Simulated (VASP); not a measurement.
Set up this calculation in VASP 6.6.1, as the native input.

* Task: single point
* Functional: PBE
* Potentials or basis: VASP PAW PBE potentials, release 64 (Ga_d, Sb, Te, Se)
* Cutoff: 520 eV
* k mesh: 6 × 6 × 2
* Occupations: gaussian, width 0.1 eV
* Spin: no spin polarisation
* Dipole correction: no
* Further INCAR settings: ALGO = Normal; EDIFF = 1e-07; NBANDS = 47

The structure of GaSbTeSe2 lies in POSCAR:

```
GaSbTeSe2
1.0
    5.2391042700      0.0000000000      0.0000000000
   -2.6195521400      4.5371973900      0.0000000000
    0.0000000000      0.0000000000     10.1738318300
Ga Sb Te Se
2 2 2 4
Direct
    0.3333333300      0.6666666700      0.7500000000
    0.6666666700      0.3333333300      0.2500000000
    0.6666666700      0.3333333300      0.7500000000
    0.3333333300      0.6666666700      0.2500000000
    0.0000000000      0.0000000000      0.5000000000
    0.0000000000      0.0000000000      0.0000000000
    0.6666666700      0.3333333300      0.4364680100
    0.3333333300      0.6666666700      0.5635319900
    0.6666666700      0.3333333300      0.0635319900
    0.3333333300      0.6666666700      0.9364680100
```

The cell was generated, and may not be a known phase.

One way to write it, as run:

INCAR

```
  PREC = Accurate
  ENCUT = 520
  EDIFF = 1E-7
  ISMEAR = 0
  SIGMA = 0.1
  LREAL = False
  LASPH = True
  NELM = 60
  ALGO = Normal
  ISIF = 2
  LWAVE = False
  LCHARG = True
  GGA = PE
  LELF = True
  LVHAR = True
  NBANDS = 47
```

KPOINTS

```
regular mesh
0
Gamma
  6 6 2
```

Potentials or basis: VASP PAW PBE potentials, release 64 (Ga_d, Sb, Te, Se).

Command:

```bash
$ cat potpaw_PBE.64/Ga_d/POTCAR potpaw_PBE.64/Sb/POTCAR potpaw_PBE.64/Te/POTCAR potpaw_PBE.64/Se/POTCAR > POTCAR
$ mpirun -np 1 vasp_std > vasp.out
```

Results of the run:

```yaml
Pressure: 22.8 GPa
Largest_force: 11.604 eV/Å
Band_gap_on_the_k_mesh: zero (bands 36 and 37 overlap by 0.46 eV)
```

Caveat: the stress differs along the axes, from 4 to 61 GPa; semilocal functionals underestimate gaps, and a narrow one can read as zero; spin-orbit coupling is left out, which moves the levels of the heavy elements; forces of over 1 eV/Å act on the atoms, so gaps and moduli don't describe the material at rest.

Run time: 5.4 min on 1 thread of Intel(R) Xeon(R) 6975P-C (Granite Rapids) (shared host), peak memory 0.46 GiB.
